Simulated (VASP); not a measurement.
# ZnS (P1) in VASP: single point with PBE

Aim: the single point of ZnS with PBE.

All numbers are computed with VASP 6.6.1; they aren't measurements. Logs are shortened: lines on timing, memory, paths and dates and some standing lists are left out, and cuts for length are marked.

**1. The cell of the first run**

The typed cell holds 4 atoms: a = 3.845 Å, b = 3.845 Å, c = 6.305 Å, α = 90.00°, β = 90.00°, γ = 120.00°.

**2. Single point, PBE (all Zn atoms moved +0.263 Å, as atom 1 along Cartesian [1 -1 0])**

Input file INCAR:

```
SYSTEM = ZnS
PREC     = Accurate       ! precision mode
ENCUT    = 520            ! plane-wave cutoff, eV
EDIFF    = 1E-6           ! SCF threshold, eV
ISMEAR   = 0              ! smearing method
SIGMA    = 0.05           ! smearing width, eV
LREAL    = .FALSE.        ! projectors in reciprocal space
LASPH    = .TRUE.         ! aspherical terms in the spheres
NELM     = 80             ! most SCF steps
ALGO     = Normal         ! electronic algorithm
ISIF     = 2              ! what is computed and relaxed
LWAVE    = .FALSE.        ! write WAVECAR
LCHARG   = .TRUE.         ! write CHGCAR
GGA      = PE             ! functional
LELF     = .TRUE.         ! ELF
LVHAR    = .TRUE.       
NBANDS   = 26             ! bands
```

Input file KPOINTS:

```
Automatic mesh
0
G
  12 12 4
  0 0 0
```

Input file POSCAR:

```
ZnS
1.0
    3.8454929889      0.0000000000      0.0000000000
   -1.9227464944      3.3302946184      0.0000000000
    0.0000000000      0.0000000000      6.3053333047
Zn S
2 2
Direct
    0.3537339306      0.6109311984      0.0052197899
    0.6870672639      0.2775978651      0.5052197899
    0.3333333333      0.6666666667      0.3797802101
    0.6666666667      0.3333333333      0.8797802101
```

Potentials or basis: VASP PAW PBE potentials, release 64 (Zn, S).

Launch:

```console
$ cat potpaw_PBE.64/Zn/POTCAR potpaw_PBE.64/S/POTCAR > POTCAR
$ mpirun -np 1 vasp_std > vasp.out
```

OUTCAR:

```text
SYSTEM = ZnS
   PREC = Accurate
   ENCUT = 520
   EDIFF = 1E-6
   ISMEAR = 0
   LREAL = .FALSE.
   LASPH = .TRUE.
   NELM = 80
   ISIF = 2
   GGA = PE

 ion  position               nearest neighbor table
   1  0.354  0.611  0.005-   4 2.12   3 2.38   4 2.43   4 2.54
   2  0.687  0.278  0.505-   3 2.19   3 2.31   4 2.38   3 2.60
   3  0.333  0.667  0.380-   2 2.19   2 2.31   1 2.38   2 2.60
   4  0.667  0.333  0.880-   1 2.12   2 2.38   1 2.43   1 2.54

  LATTYP: Found a hexagonal cell.
 ALAT       =     3.8454929889
 C/A-ratio  =     1.6396683918

  Lattice vectors:

 A1 = (   3.8454929889,   0.0000000000,   0.0000000000)
 A2 = (  -1.9227464944,   3.3302946184,   0.0000000000)
 A3 = (   0.0000000000,   0.0000000000,   6.3053333047)

Analysis of symmetry for initial positions (statically):
=====================================================================
 Subroutine PRICEL returns:
 Original cell was already a primitive cell.

 Routine SETGRP: Setting up the symmetry group for a
 hexagonal supercell.

 Subroutine GETGRP returns: Found  1 space group operations
 (whereof  1 operations were pure point group operations)
 out of a pool of 24 trial point group operations.

The static configuration has the point symmetry C_1 .

Analysis of symmetry for dynamics (positions and initial velocities):
=====================================================================
 Subroutine PRICEL returns:
 Original cell was already a primitive cell.

 Routine SETGRP: Setting up the symmetry group for a
 hexagonal supercell.

 Subroutine GETGRP returns: Found  1 space group operations
 (whereof  1 operations were pure point group operations)
 out of a pool of 24 trial point group operations.

The dynamic configuration has the point symmetry C_1 .

 Subroutine INISYM returns: Found  1 space group operations
 (whereof  1 operations are pure point group operations),
 and found     1 'primitive' translations

----------------------------------------------------------------------------------------

                                     Primitive cell

  volume of cell :      80.7500

  direct lattice vectors                    reciprocal lattice vectors
[... 87 lines left out ...]
   LSORBIT =      F    spin-orbit coupling
   LASPH  =      T    aspherical Exc in radial PAW
   ENCUT  =  520.0 eV  38.22 Ry    6.18 a.u.   7.15  7.15 11.72*2*pi/ulx,y,z
   NELM   =     80;   NELMIN=  2; NELMDL= -5     # of ELM steps
   EDIFF  = 0.1E-05   stopping-criterion for ELM
   LREAL  =      F    real-space projection
   EDIFFG = 0.1E-04   stopping-criterion for IOM
   NSW    =      0    number of steps for IOM
   IBRION =     -1    ionic relax: 0-MD 1-quasi-New 2-CG
   NFREE  =      0    steps in history (QN), initial steepest desc. (CG)
   ISIF   =      2    stress and relaxation
   ISYM   =      2    0-nonsym 1-usesym 2-fastsym
   POTIM  = 0.5000    time-step for ionic-motion
   TEBEG  =    0.0;   TEEND  =   0.0 temperature during run
   PSTRESS=    0.0 pullay stress
   NELECT =      36.0000    total number of electrons
   NUPDOWN=      -1.0000    fix difference up-down
   EMIN   =  10.00;   EMAX   =-10.00  energy-range for DOS
   EFERMI =   0.00;   METHOD = LEGACY
   ISMEAR =     0;   SIGMA  =   0.05  broadening in eV -4-tet -1-fermi 0-gaus
   EFERMI_NEDOS =   21; number of points for ismear=-14 and -15
   IALGO  =     38    algorithm
   IMIX   =      4    mixing-type and parameters
     AMIX     =   0.40;   BMIX     =  1.00
     AMIX_MAG =   1.60;   BMIX_MAG =  1.00
  volume/ion in A,a.u.               =      20.19       136.23
  Fermi-wavevector in a.u.,A,eV,Ry     =   1.250628  2.363344 21.280464  1.564070
  Thomas-Fermi vector in A             =   2.384613
   LORBIT       =      0    0 simple, 1 ext, 2 COOP (PROOUT), +10 PAW based schemes
   GGA     = PE    functional components
   LHFCALC =     F    Hartree Fock is set to
   AEXX    =    0.0000 exact exchange contribution
   IVDW    =     0    specifies the selected vdW correction
   LEPSILON=     F    determine dielectric tensor
   LRPA    =     F    only Hartree local field effects (RPA)
 non-spin polarized calculation
 Gauss-broadening in eV      SIGMA  =   0.05
  energy-cutoff  :      520.00
  volume of cell :       80.75
 maximum number of plane-waves:      2208
 NGX is ok and might be reduce to    30
   NGX = 15   NGY = 15   NGZ = 23

 number of electron      35.9999988 magnetization

 Free energy of the ion-electron system (eV)
  ---------------------------------------------------
  ext. energy  EPLUGINS =         0.00000000
  ---------------------------------------------------
  free energy    TOTEN  =       -13.29405681 eV

  energy without entropy =      -13.29405681  energy(sigma->0) =      -13.29405681

 E-fermi :   2.2438     XC(G=0):  -9.5143

 val. band max:        1.9972543595   @ k =   0.0000   0.0000   0.0000
 cond. band min:       4.0184510831   @ k =   0.0000   0.0000   0.0000
 fundamental gap:      2.0211967235
 Fermi energy:         2.2437979507

 k-point     1 :       0.0000    0.0000    0.0000
  band No.  band energies     occupation
      1     -11.1592      2.00000
      2     -10.2799      2.00000
      3      -4.6042      2.00000
      4      -4.5290      2.00000
      5      -4.4441      2.00000
      6      -4.3419      2.00000
[... 685 lines left out ...]
     25      10.3053      0.00000
     26      10.6560      0.00000

 [... further k-points ...]

------------------------ aborting loop because EDIFF is reached ----------------------------------------

  FORCE on cell =-STRESS in cart. coord.  units (eV):
  Direction    XX          YY          ZZ          XY          YZ          ZX
  --------------------------------------------------------------------------------------
  -------------------------------------------------------------------------------------
  Total        1.6832648      1.5656948      0.3546782     -0.7407668      1.3370718     -1.3471610
  in kB       33.3979868     31.0652579      7.0372403    -14.6977003     26.5291033    -26.7292851
  external PRESSURE =      23.8334950 kB  Pullay stress =       0.0000000 kB

 VOLUME and BASIS-vectors are now :
 -----------------------------------------------------------------------------
  energy-cutoff  :      520.00
  volume of cell :       80.75
      direct lattice vectors                 reciprocal lattice vectors
     3.845492989  0.000000000  0.000000000     0.260044682  0.150136867  0.000000000
    -1.922746494  3.330294618  0.000000000     0.000000000  0.300273734  0.000000000
     0.000000000  0.000000000  6.305333305     0.000000000  0.000000000  0.158595898

 POSITION                                       TOTAL-FORCE (eV/Angst)
 -----------------------------------------------------------------------------------
      0.18562      2.03458      0.03291        -1.746116      1.139263      0.519735
      2.10836      0.92448      3.18558        -0.527664      1.121541      0.356978
     -0.00000      2.22020      2.39464         0.479911     -1.122885     -0.367817
      1.92275      1.11010      5.54731         1.793868     -1.137919     -0.508897
 -----------------------------------------------------------------------------------
    total drift:                               -0.000885      0.000310     -0.000394

  FREE ENERGIE OF THE ION-ELECTRON SYSTEM (eV)
  ---------------------------------------------------
  free  energy   TOTEN  =       -13.2940568145 eV

  energy  without entropy=      -13.2940568145  energy(sigma->0) =      -13.29405681
```

stdout:

```text
POSCAR found type information on POSCAR ZnS
 POSCAR found :  2 types and       4 ions
 scaLAPACK will be used
 LDA part: xc-table for (Slater+PW92), standard interpolation
 POSCAR, INCAR and KPOINTS ok, starting setup
 FFT: planning ... GRIDC
 FFT: planning ... GRID_SOFT
 FFT: planning ... GRID
 WAVECAR not read
 entering main loop
```

It took 14 min on 1 thread of Intel Xeon 8259CL, shared host; peak memory 0.58 GiB.

Results:

- Free energy: -13.2941 eV
- Pressure: 2.4 GPa
- Largest force: 2.184 eV/Å
- Band gap on the k mesh: 2.02 eV

Forces in eV/Å, atoms in the order of the input:
```
Zn  -1.746  1.139  0.520
Zn  -0.528  1.122  0.357
S    0.480 -1.123 -0.368
S    1.794 -1.138 -0.509
```

Caveat: the cell differs from its parent crystal (all Zn atoms moved +0.263 Å, as atom 1 along Cartesian [1 -1 0]); forces of over 1 eV/Å act on the atoms, so gaps and moduli don't describe the material at rest. A k mesh can miss the band edges.
